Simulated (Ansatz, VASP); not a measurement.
C in VASP and in Ansatz

INCAR

```
SYSTEM = C
PREC     = Accurate       ! precision mode
ENCUT    = 520            ! plane-wave cutoff, eV
EDIFF    = 1E-7           ! SCF threshold, eV
ISMEAR   = 0              ! smearing method
SIGMA    = 0.05           ! smearing width, eV
LREAL    = .False.        ! projectors in reciprocal space
LASPH    = .True.         ! aspherical terms in the spheres
NELM     = 80             ! most SCF steps
ALGO     = Normal         ! electronic algorithm
ISIF     = 2              ! what is computed and relaxed
LWAVE    = .False.        ! write WAVECAR
LCHARG   = .False.        ! write CHGCAR
GGA      = PE             ! functional
IVDW     = 12             ! dispersion correction
NBANDS   = 11             ! bands
```

The input KPOINTS:

```
regular mesh
0
Gamma
  15 15 15
  0 0 0
```

The input POSCAR:

```
C
1.0
    1.2324809262      0.7115731945      3.3609366220
   -1.2324809262      0.7115731945      3.3609366220
    0.0000000000     -1.4231463891      3.3609366220
C
2
Direct
    0.1760175946      0.1760175946      0.1760175946
    0.8239824054      0.8239824054      0.8239824054
```

Input for Ansatz:

```yaml
crystal:
  lattice:
    - [1.2324809262, 0.7115731945, 3.360936622]
    - [-1.2324809262, 0.7115731945, 3.360936622]
    - [0.0, -1.4231463891, 3.360936622]
  atoms:
    - { symbol: C, position: [0.1760175946, 0.1760175946, 0.1760175946] }
    - { symbol: C, position: [0.8239824054, 0.8239824054, 0.8239824054] }
basis:
  ecutwfc: 520.0
kpoints:
  mp_grid: { grid: [15, 15, 15] }
hamiltonian:
  xc: pbe
  pseudopotentials: { kind: paw, azcp: { folder: soft_1 } }
  dispersion: d3bj
scf:
  occupations: { method: gaussian, width: 0.05 }
output:
  forces: true
  stress: true
  eigenvalues: true
```

Change from the starting cell: mode 4 frozen in at +0.095 Å and mode 6 at +0.000 Å (largest displacements).

Alike in both runs: task single point; functional PBE; dispersion D3(BJ); k mesh 15 × 15 × 15; occupations gaussian, width 0.05 eV; no spin polarisation.

```csv
,VASP,Ansatz
version,VASP 6.6.1,Ansatz 0.2.0
potentials or method,"VASP PAW PBE potentials, release 64 (C), cutoff 520 eV","scalar-relativistic, plane waves, PAW"
valence electrons in the cell,8,8
```

VASP gave:

- gap on the k mesh at the Fermi level (eV): 0.40
- least direct gap on the mesh (eV): 0.40
- pressure (GPa): -1.5
- traceless stress, the component that is largest in VASP (GPa): -3.86
- rms of the force components (eV/Å): 1.825

Problem. Which values does Ansatz return?

Solution. gap on the k mesh at the Fermi level (eV): 0.40; least direct gap on the mesh (eV): 0.40; pressure (GPa): -2.0; traceless stress, the component that is largest in VASP (GPa): -3.34; rms of the force components (eV/Å): 1.832.

Atom by atom the forces differ by 0.007 eV/Å (rms over components).
